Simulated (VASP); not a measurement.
## C: relaxation of cell and atoms with r2SCAN

C:

```
C
1.0
     2.38664    0.00000    0.00000
    -1.19332    2.06689    0.00000
     0.00000    0.00000    3.40869
C
2
Direct
  0.33333 0.66667 0.00000
  0.66667 0.33333 0.00000
```

```
Program                : VASP 6.6.1
Task                   : relaxation of cell and atoms
Functional             : r2SCAN
Potentials or basis    : VASP PAW PBE potentials, release 64 (C)
Cutoff                 : 600 eV
k mesh                 : 18 × 18 × 12
Occupations            : gaussian, width 0.1 eV
Spin                   : no spin polarisation
Target pressure        : 5 GPa
Dipole correction      : no
Further INCAR settings : ALGO = Normal; EDIFF = 1e-06; IBRION = 2; EDIFFG = -0.008; NSW = 70; ISIF = 3
```

```json
{
  "Relaxed volume": "8.59 Å³/atom",
  "Relaxed cell": "a = 2.446 Å, b = 2.446 Å, c = 3.318 Å, α = 90.00°, β = 90.00°, γ = 120.00°",
  "Space group after relaxing (to 0.1 Å)": "P6/mmm (No. 191)",
  "Energy change on relaxing (the run minimises the enthalpy)": "-53.1 meV/atom",
  "Ionic steps": "11",
  "Pressure after relaxing": "5.0 GPa",
  "Band gap on the k mesh": "zero (bands 4 and 5 overlap by 1.51 eV)"
}
```

The path:
```
step  energy change (eV)  largest force (eV/Å)  pressure (GPa)  volume (Å³)
   1              0.0000                0.0000           28.13        16.81
   2              0.3185                0.0000          -36.65        19.89
   3             -0.1189                0.0000            2.88        17.70
   4             -0.1176                0.0000            4.25        17.64
   5             -0.1171                0.0000            4.66        17.63
   6             -0.1155                0.0000            4.74        17.55
   7             -0.1102                0.0000            5.02        17.33
   8             -0.0952                0.0000            5.68        16.88
   9             -0.1059                0.0000            5.22        17.18
  10             -0.1073                0.0000            3.96        17.23
  11             -0.1062                0.0000            5.00        17.19
```

Final structure:
```cif
data_structure
_symmetry_space_group_name_H-M 'P 1'
_symmetry_Int_Tables_number 1
_cell_length_a 2.4460
_cell_length_b 2.4460
_cell_length_c 3.3175
_cell_angle_alpha 90.000
_cell_angle_beta 90.000
_cell_angle_gamma 120.000
_cell_volume 17.19
loop_
_atom_site_label
_atom_site_type_symbol
_atom_site_fract_x
_atom_site_fract_y
_atom_site_fract_z
_atom_site_occupancy
C1 C 0.33333 0.66667 0.00000 1
C2 C 0.66667 0.33333 0.00000 1
```

Levels at points of the mesh, in eV from the Fermi level:
| k point | band 2 | band 3 | band 4 | band 5 | band 6 | band 7 |
| --- | --- | --- | --- | --- | --- | --- |
| (0.00, 0.00, 0.00) | -7.05 | -3.20 | -3.20 | 4.49 | 8.77 | 8.77 |
| (0.50, 0.00, 0.00) | -14.25 | -6.87 | -1.70 | 2.88 | 7.68 | 11.81 |
| (0.00, 0.00, 0.50) | -9.19 | -3.16 | -3.16 | 8.89 | 8.89 | 11.37 |
| (0.50, 0.00, 0.50) | -14.05 | -6.81 | -3.31 | 0.87 | 8.13 | 14.10 |

Wall time 17 min on 1 thread of Intel Xeon 8259CL, with other jobs on the host, peak memory 0.15 GiB.

Caveat: the cell is relaxed towards a set pressure, so the run minimises the enthalpy, not the energy; the PAW data sets were made with another functional, which shifts forces and pressure a little.
